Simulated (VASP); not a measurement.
# GaN (Fm-3m) in VASP: further runs

GaN is run at these levels: PBE, r2SCAN; tasks: single point.

All numbers are computed with VASP 6.6.1; they aren't measurements. Logs are shortened: lines on timing, memory, paths and dates and some standing lists are left out, and cuts for length are marked.

## (1) The cell of the first run

Symmetry: Fm-3m, No. 225, cubic system. Conventional cell: a = 4.268 Å, b = 4.268 Å, c = 4.268 Å, α = 90.00°, β = 90.00°, γ = 90.00°. Within 2.8 Å of Ga (site symmetry m-3m) lie 6 N at 2.13 Å. Within 2.8 Å of N (site symmetry m-3m) lie 6 Ga at 2.13 Å.

## (2) Single point, PBE

Contents of INCAR:

```
PREC     = Accurate       # precision mode
ENCUT    = 520            # plane-wave cutoff, eV
EDIFF    = 1E-6           # SCF threshold, eV
ISMEAR   = -1             # smearing method
SIGMA    = 0.02           # smearing width, eV
LREAL    = False          # projectors in reciprocal space
LASPH    = True           # aspherical terms in the spheres
NELM     = 80             # most SCF steps
ALGO     = Normal         # electronic algorithm
ISIF     = 2              # what is computed and relaxed
LWAVE    = False          # write WAVECAR
LCHARG   = False          # write CHGCAR
GGA      = PE             # functional
NBANDS   = 16             # bands
```

Contents of KPOINTS:

```
Automatic mesh
0
Gamma
  10 10 10
```

Contents of POSCAR:

```
GaN
1.0
    0.0000000000      2.1339983450      2.1339983450
    2.1339983450      0.0000000000      2.1339983450
    2.1339983450      2.1339983450      0.0000000000
Ga N
1 1
Direct
    0.0000000000      0.0000000000      0.0000000000
    0.5000000000      0.5000000000      0.5000000000
```

Potentials or basis: VASP PAW PBE potentials, release 64 (Ga_d, N).

Command:

```console
$ cat potpaw_PBE.64/Ga_d/POTCAR potpaw_PBE.64/N/POTCAR > POTCAR
$ mpirun -np 1 vasp_std > vasp.out
```

OUTCAR:

```text
PREC = Accurate
   ENCUT = 520
   EDIFF = 1E-6
   ISMEAR = -1
   LREAL = False
   LASPH = True
   NELM = 80
   ISIF = 2
   GGA = PE

 ion  position               nearest neighbor table
   1  0.000  0.000  0.000-   2 2.13   2 2.13   2 2.13   2 2.13   2 2.13   2 2.13
   2  0.500  0.500  0.500-   1 2.13   1 2.13   1 2.13   1 2.13   1 2.13   1 2.13

  LATTYP: Found a face centered cubic cell.
 ALAT       =     4.2679966900

  Lattice vectors:

 A1 = (   0.0000000000,   2.1339983450,   2.1339983450)
 A2 = (   2.1339983450,   0.0000000000,   2.1339983450)
 A3 = (   2.1339983450,   2.1339983450,   0.0000000000)

Analysis of symmetry for initial positions (statically):
=====================================================================
 Subroutine PRICEL returns:
 Original cell was already a primitive cell.

 Routine SETGRP: Setting up the symmetry group for a
 face centered cubic supercell.

 Subroutine GETGRP returns: Found 48 space group operations
 (whereof 48 operations were pure point group operations)
 out of a pool of 48 trial point group operations.

The static configuration has the point symmetry O_h .

Analysis of symmetry for dynamics (positions and initial velocities):
=====================================================================
 Subroutine PRICEL returns:
 Original cell was already a primitive cell.

 Routine SETGRP: Setting up the symmetry group for a
 face centered cubic supercell.

 Subroutine GETGRP returns: Found 48 space group operations
 (whereof 48 operations were pure point group operations)
 out of a pool of 48 trial point group operations.

The dynamic configuration has the point symmetry O_h .

 Subroutine INISYM returns: Found 48 space group operations
 (whereof 48 operations are pure point group operations),
 and found     1 'primitive' translations

----------------------------------------------------------------------------------------

                                     Primitive cell

  volume of cell :      19.4362

  direct lattice vectors                    reciprocal lattice vectors
     0.000000000  2.133998345  2.133998345    -0.234301962  0.234301962  0.234301962
     2.133998345  0.000000000  2.133998345     0.234301962 -0.234301962  0.234301962
     2.133998345  2.133998345  0.000000000     0.234301962  0.234301962 -0.234301962

  length of vectors
     3.017929402  3.017929402  3.017929402     0.405822903  0.405822903  0.405822903

  position of ions in fractional coordinates (direct lattice)
     0.000000000  0.000000000  0.000000000
     0.500000000  0.500000000  0.500000000

  ion indices of the primitive-cell ions
   primitive index   ion index
                 1           1
                 2           2

----------------------------------------------------------------------------------------

 KPOINTS: Automatic mesh

Automatic generation of k-mesh.
 Grid dimensions read from file:
 generate k-points for:   10   10   10

 Generating k-lattice:

  Cartesian coordinates                     Fractional coordinates (reciprocal lattice)
    -0.023430196  0.023430196  0.023430196     0.100000000  0.000000000  0.000000000
     0.023430196 -0.023430196  0.023430196     0.000000000  0.100000000  0.000000000
     0.023430196  0.023430196 -0.023430196     0.000000000  0.000000000  0.100000000

  Length of vectors
     0.040582290  0.040582290  0.040582290

  Shift w.r.t. Gamma in fractional coordinates (k-lattice)
     0.000000000  0.000000000  0.000000000

 Subroutine IBZKPT returns following result:
 ===========================================

 Found     47 irreducible k-points:

 Following reciprocal coordinates:
            Coordinates               Weight
  0.000000  0.000000  0.000000      1.000000
  0.100000  0.000000  0.000000      8.000000
  0.200000  0.000000  0.000000      8.000000
  0.300000  0.000000  0.000000      8.000000
  0.400000  0.000000  0.000000      8.000000
  0.500000  0.000000  0.000000      4.000000
[... 16 lines left out ...]
  0.300000  0.300000  0.000000      6.000000
  0.400000  0.300000  0.000000     24.000000
 [... further k-points ...]
   k-points           NKPTS =     47   k-points in BZ     NKDIM =     47   number of bands    NBANDS=     16
   number of dos      NEDOS =    301   number of ions     NIONS =      2
   total plane-waves  NPLWV =  13824
   dimension x,y,z NGX =    24 NGY =   24 NGZ =   24
   dimension x,y,z NGXF=    48 NGYF=   48 NGZF=   48
   ions per type =               1   1
   NGX,Y,Z   is equivalent  to a cutoff of  13.22, 13.22, 13.22 a.u.
   NGXF,Y,Z  is equivalent  to a cutoff of  26.44, 26.44, 26.44 a.u.
 SYSTEM =  unknown system
   PREC   = accura    normal or accurate (medium, high low for compatibility)
   ISTART =      0    job   : 0-new  1-cont  2-samecut
   ICHARG =      2    charge: 1-file 2-atom 10-const
   ISPIN  =      1    spin polarized calculation?
   LNONCOLLINEAR =      F non collinear calculations
   LSORBIT =      F    spin-orbit coupling
   LASPH  =      T    aspherical Exc in radial PAW
   ENCUT  =  520.0 eV  38.22 Ry    6.18 a.u.   5.61  5.61  5.61*2*pi/ulx,y,z
   NELM   =     80;   NELMIN=  2; NELMDL= -5     # of ELM steps
   EDIFF  = 0.1E-05   stopping-criterion for ELM
   LREAL  =      F    real-space projection
   EDIFFG = 0.1E-04   stopping-criterion for IOM
   NSW    =      0    number of steps for IOM
   IBRION =     -1    ionic relax: 0-MD 1-quasi-New 2-CG
   NFREE  =      0    steps in history (QN), initial steepest desc. (CG)
   ISIF   =      2    stress and relaxation
   ISYM   =      2    0-nonsym 1-usesym 2-fastsym
   POTIM  = 0.5000    time-step for ionic-motion
   TEBEG  =    0.0;   TEEND  =   0.0 temperature during run
   PSTRESS=    0.0 pullay stress
   NELECT =      18.0000    total number of electrons
   NUPDOWN=      -1.0000    fix difference up-down
   EMIN   =  10.00;   EMAX   =-10.00  energy-range for DOS
   EFERMI =   0.00;   METHOD = LEGACY
   ISMEAR =    -1;   SIGMA  =   0.02  broadening in eV -4-tet -1-fermi 0-gaus
   EFERMI_NEDOS =   21; number of points for ismear=-14 and -15
   IALGO  =     38    algorithm
   IMIX   =      4    mixing-type and parameters
     AMIX     =   0.40;   BMIX     =  1.00
     AMIX_MAG =   1.60;   BMIX_MAG =  1.00
  volume/ion in A,a.u.               =       9.72        65.58
  Fermi-wavevector in a.u.,A,eV,Ry     =   1.595738  3.015508 34.645600  2.546380
  Thomas-Fermi vector in A             =   2.693610
   LORBIT       =      0    0 simple, 1 ext, 2 COOP (PROOUT), +10 PAW based schemes
   GGA     = PE    functional components
   LHFCALC =     F    Hartree Fock is set to
   AEXX    =    0.0000 exact exchange contribution
   IVDW    =     0    specifies the selected vdW correction
   LEPSILON=     F    determine dielectric tensor
   LRPA    =     F    only Hartree local field effects (RPA)
 non-spin polarized calculation
  energy-cutoff  :      520.00
  volume of cell :       19.44
 maximum number of plane-waves:       544
 NGX is ok and might be reduce to    24
   NGX = 11   NGY = 11   NGZ = 11

 number of electron      18.0000006 magnetization

 Free energy of the ion-electron system (eV)
  ---------------------------------------------------
  ext. energy  EPLUGINS =         0.00000000
  ---------------------------------------------------
  free energy    TOTEN  =       -11.20636198 eV

  energy without entropy =      -11.20636183  energy(sigma->0) =      -11.20636191

 E-fermi :   7.7499     XC(G=0): -12.9142

 val. band max:        7.5109626851   @ k =  -0.2000   0.2000   0.0000
 cond. band min:       7.9473288936   @ k =   0.5000   0.5000   0.0000
 fundamental gap:      0.4363662085
 Fermi energy:         7.7498759852

 k-point     1 :       0.0000    0.0000    0.0000
  band No.  band energies     occupation
      1      -9.4768      2.00000
      2      -6.4639      2.00000
      3      -6.4639      2.00000
      4      -6.4639      2.00000
      5      -6.3764      2.00000
      6      -6.3764      2.00000
[... 8 lines left out ...]
     15      22.9433      0.00000
     16      22.9433      0.00000

 k-point     2 :       0.1000    0.0000    0.0000
  band No.  band energies     occupation
      1      -9.2880      2.00000
      2      -6.4705      2.00000
      3      -6.4550      2.00000
      4      -6.4550      2.00000
      5      -6.3876      2.00000
      6      -6.3876      2.00000
[... 8 lines left out ...]
     15      23.2253      0.00000
     16      23.2253      0.00000

 k-point     3 :       0.2000    0.0000    0.0000
  band No.  band energies     occupation
      1      -8.7419      2.00000
      2      -6.4874      2.00000
      3      -6.4754      2.00000
      4      -6.4754      2.00000
      5      -6.3727      2.00000
      6      -6.3727      2.00000
[... 8 lines left out ...]
     15      24.3238      0.00000
     16      24.3238      0.00000

 k-point     4 :       0.3000    0.0000    0.0000
  band No.  band energies     occupation
      1      -7.9170      2.00000
      2      -6.5344      2.00000
      3      -6.5344      2.00000
      4      -6.5063      2.00000
      5      -6.3194      2.00000
      6      -6.3194      2.00000
[... 8 lines left out ...]
     15      26.1084      0.00000
     16      26.1084      0.00000

 k-point     5 :       0.4000    0.0000    0.0000
  band No.  band energies     occupation
      1      -7.0326      2.00000
      2      -6.5852      2.00000
      3      -6.5852      2.00000
      4      -6.5131      2.00000
      5      -6.2722      2.00000
      6      -6.2722      2.00000
[... 8 lines left out ...]
     15      28.4023      0.00000
     16      28.4023      0.00000

 k-point     6 :       0.5000    0.0000    0.0000
  band No.  band energies     occupation
      1      -6.6412      2.00000
      2      -6.6048      2.00000
      3      -6.6048      2.00000
      4      -6.4642      2.00000
      5      -6.2539      2.00000
      6      -6.2539      2.00000
[... 8 lines left out ...]
     15      30.2537      0.00000
     16      30.2537      0.00000
[... 267 lines left out ...]
 k-point    21 :      -0.3000    0.2000    0.0000
  band No.  band energies     occupation
      1      -7.4480      2.00000
      2      -6.5403      2.00000
      3      -6.5387      2.00000
      4      -6.4520      2.00000
      5      -6.3153      2.00000
      6      -5.6359      2.00000
[... 8 lines left out ...]
     15      26.7277      0.00000
     16      27.9885      0.00000

 k-point    22 :      -0.2000    0.2000    0.0000
  band No.  band energies     occupation
      1      -7.8319      2.00000
      2      -6.5235      2.00000
      3      -6.5227      2.00000
      4      -6.4946      2.00000
      5      -6.3652      2.00000
      6      -6.0793      2.00000
[... 8 lines left out ...]
     15      25.9660      0.00000
     16      28.1055      0.00000

 k-point    23 :       0.3000    0.3000    0.0000
  band No.  band energies     occupation
      1      -8.1033      2.00000
      2      -6.5725      2.00000
      3      -6.3095      2.00000
      4      -6.3078      2.00000
      5      -6.3078      2.00000
      6      -5.8282      2.00000
[... 8 lines left out ...]
     15      31.1364      0.00000
     16      32.7518      0.00000

 k-point    24 :       0.4000    0.3000    0.0000
  band No.  band energies     occupation
      1      -7.9697      2.00000
      2      -6.5847      2.00000
      3      -6.3394      2.00000
      4      -6.2936      2.00000
      5      -6.2481      2.00000
      6      -5.1754      2.00000
[... 8 lines left out ...]
     15      31.9077      0.00000
     16      33.2387      0.00000

 [... further k-points ...]

------------------------ aborting loop because EDIFF is reached ----------------------------------------

  FORCE on cell =-STRESS in cart. coord.  units (eV):
  Direction    XX          YY          ZZ          XY          YZ          ZX
  --------------------------------------------------------------------------------------
  -------------------------------------------------------------------------------------
  Total        0.0954057      0.0954057      0.0954057     -0.0000000      0.0000000      0.0000000
  in kB        7.8645253      7.8645253      7.8645253     -0.0000000      0.0000000      0.0000000
  external PRESSURE =       7.8645253 kB  Pullay stress =       0.0000000 kB

 VOLUME and BASIS-vectors are now :
 -----------------------------------------------------------------------------
  energy-cutoff  :      520.00
  volume of cell :       19.44
      direct lattice vectors                 reciprocal lattice vectors
     0.000000000  2.133998345  2.133998345    -0.234301962  0.234301962  0.234301962
     2.133998345  0.000000000  2.133998345     0.234301962 -0.234301962  0.234301962
     2.133998345  2.133998345  0.000000000     0.234301962  0.234301962 -0.234301962

 POSITION                                       TOTAL-FORCE (eV/Angst)
 -----------------------------------------------------------------------------------
      0.00000      0.00000      0.00000         0.000000      0.000000      0.000000
      2.13400      2.13400      2.13400         0.000000      0.000000     -0.000000
 -----------------------------------------------------------------------------------
    total drift:                                0.000000     -0.000000     -0.000000

  FREE ENERGIE OF THE ION-ELECTRON SYSTEM (eV)
  ---------------------------------------------------
  free  energy   TOTEN  =       -11.2063619844 eV

  energy  without entropy=      -11.2063618327  energy(sigma->0) =      -11.20636191
```

Wall time 33 s (1 thread of Intel Xeon 8259CL, shared host); peak memory 0.14 GiB.

What came out:

```
Free energy            : -11.2064 eV
Pressure               : 0.8 GPa
Band gap on the k mesh : 0.44 eV (least direct gap 2.39 eV)
```

Levels at points of the mesh, in eV from the valence-band top:
```csv
k point,band 7,band 8,band 9,band 10,band 11,band 12
"(0.00, 0.00, 0.00)",-0.45,-0.45,-0.45,1.93,14.58,14.58
"(0.50, 0.00, 0.00)",-8.07,-0.15,-0.15,4.60,8.96,8.96
"(0.50, 0.50, 0.00)",-6.87,-2.91,-2.91,0.44,7.82,11.66
```

Caveat: the structure was generated, so it needn't be the stable form of GaN. A k mesh can miss the band edges.

## (3) Single point, r2SCAN

This run uses another cell than the first one, of 9.37 Å³/atom.

Contents of POSCAR:

```
GaN
1.0
    0.0000000000      2.1085152362      2.1085152362
    2.1085152362      0.0000000000      2.1085152362
    2.1085152362      2.1085152362      0.0000000000
Ga N
1 1
Direct
    0.0000000000      0.0000000000      0.0000000000
    0.5000000000      0.5000000000      0.5000000000
```

Contents of INCAR.step1:

```
PREC = Accurate
ENCUT = 520
ISMEAR = -1
SIGMA = 0.02
LREAL = False
LASPH = True
NELM = 100
NBANDS = 16
GGA = PE
ALGO = Normal
EDIFF = 1E-4
LWAVE = True
LCHARG = False
```

Contents of INCAR.step2:

```
PREC = Accurate
ENCUT = 520
EDIFF = 1E-6
ISMEAR = -1
SIGMA = 0.02
LREAL = False
LASPH = True
NELM = 100
ALGO = Normal
ISIF = 2
LWAVE = False
LCHARG = True
METAGGA = R2SCAN
LMIXTAU = True
LELF = True
LVHAR = True
NBANDS = 16
ISTART = 1
```

Contents of KPOINTS:

```
regular mesh
0
Gamma
  10 10 10
```

Potentials or basis: VASP PAW PBE potentials, release 64 (Ga_d, N).

Command:

```console
$ cat potpaw_PBE.64/Ga_d/POTCAR potpaw_PBE.64/N/POTCAR > POTCAR
$ cp INCAR.step1 INCAR
$ mpirun -np 1 vasp_std > vasp.out
$ cp INCAR.step2 INCAR
$ mpirun -np 1 vasp_std > vasp.out
```

Run time: 1.9 min. Hardware: 1 thread of Intel Xeon 8259CL, shared host; peak memory 0.15 GiB.

It converged, with:

* Free energy: -20.9761 eV
* Pressure: 1.3 GPa
* Band gap on the k mesh: 1.18 eV (least direct gap 3.41 eV)

Levels at points of the mesh, in eV from the valence-band top:
| k point | band 7 | band 8 | band 9 | band 10 | band 11 | band 12 |
| --- | --- | --- | --- | --- | --- | --- |
| (0.00, 0.00, 0.00) | -0.51 | -0.51 | -0.51 | 2.90 | 15.52 | 15.52 |
| (0.50, 0.00, 0.00) | -8.36 | -0.15 | -0.15 | 5.42 | 9.88 | 9.88 |
| (0.50, 0.50, 0.00) | -7.25 | -3.12 | -3.12 | 1.18 | 8.53 | 13.15 |

Caveat: the structure was generated, so it needn't be the stable form of GaN; the PAW data sets were made with another functional, which shifts forces and pressure a little.
